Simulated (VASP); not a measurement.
Pt, 2 atoms in the cell. The typed cell holds 2 atoms: a = 2.761 Å, b = 2.761 Å, c = 4.792 Å, α = 90.00°, β = 90.00°, γ = 120.00°. 

- Program: VASP 6.6.1
- Task: single point
- Functional: r2SCAN
- Potentials or basis: VASP PAW PBE potentials, release 64 (Pt)
- Cutoff: 520 eV
- k mesh: 8 × 8 × 4
- Occupations: gaussian, width 0.01 eV
- Spin: no spin polarisation
- Dipole correction: no
- Further INCAR settings: ALGO = Normal; EDIFF = 1e-07; NBANDS = 17

Potentials or basis: VASP PAW PBE potentials, release 64 (Pt).

Launch:

```bash
$ cat potpaw_PBE.64/Pt/POTCAR > POTCAR
$ cp INCAR.step1 INCAR
$ mpirun -np 1 vasp_std > vasp.out
$ cp INCAR.step2 INCAR
$ mpirun -np 1 vasp_std > vasp.out
```

Hardware: 1 thread of Intel(R) Xeon(R) 6975P-C (Granite Rapids), on a shared host.

**Question.** Estimate the wall time of this run.

**Answer.** Wall time 82 s on 1 thread of Intel(R) Xeon(R) 6975P-C (Granite Rapids) (shared host), peak memory 0.19 GiB. Counts: k points 132.
